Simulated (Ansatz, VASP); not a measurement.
**One calculation of NaF, two programs**

INCAR

```
SYSTEM = NaF
  PREC = Accurate
  ENCUT = 600
  EDIFF = 1E-6
  ISMEAR = -1
  SIGMA = 0.2585199978643553
  LREAL = .False.
  LASPH = .True.
  NELM = 120
  ALGO = Normal
  ISIF = 2
  LWAVE = .False.
  LCHARG = .False.
  GGA = RE
  NBANDS = 14
  GGA_COMPAT = .False.
```

The input KPOINTS:

```
Automatic mesh
0
Gamma
  8 8 8
  0 0 0
```

Contents of POSCAR:

```
NaF
1.0
    0.0000000000      2.1140486557      2.1140486557
    2.1140486557      0.0000000000      2.1140486557
    2.1140486557      2.1140486557      0.0000000000
Na F
1 1
Direct
    0.0000000000      0.0000000000      0.0000000000
    0.5000000000      0.5000000000      0.5000000000
```

Input for Ansatz:

```yaml
crystal:
  lattice:
    - [0.0, 2.1140486557, 2.1140486557]
    - [2.1140486557, 0.0, 2.1140486557]
    - [2.1140486557, 2.1140486557, 0.0]
  atoms:
    - { symbol: Na, position: [0.0, 0.0, 0.0] }
    - { symbol: F, position: [0.5, 0.5, 0.5] }
basis:
  ecutwfc: 420
kpoints:
  mp_grid: { grid: [8, 8, 8] }
hamiltonian:
  xc: revpbe
scf:
  occupations: { method: fermi_dirac, width: "3000 K" }
  mixing: { algorithm: msr1 }
  max_iter: 66
output:
  forces: true
  stress: true
  eigenvalues: true
  dos: { method: smearing }
```

Alike in both runs: task single point; functional revPBE; k mesh 8 × 8 × 8; no spin polarisation.

```csv
,VASP,Ansatz
version,VASP 6.6.1,Ansatz 0.2.0
potentials or method,"VASP PAW PBE potentials, release 64 (Na_pv, F), cutoff 600 eV","scalar-relativistic, plane waves, PAW"
occupations,"fermi-dirac, width 0.25852 eV",fermi-dirac
valence electrons in the cell,14,16
```

```tsv
	VASP	Ansatz	Ansatz less VASP
gap on the k mesh at the Fermi level (eV)	8.34	8.36	+0.027
least direct gap on the mesh (eV)	8.34	8.36	+0.027
```

VASP's potentials were made for PBE, not for revPBE. VASP's potentials hold 14 valence electrons a cell and Ansatz's 16, so a difference there can come from the potentials and not from the codes.
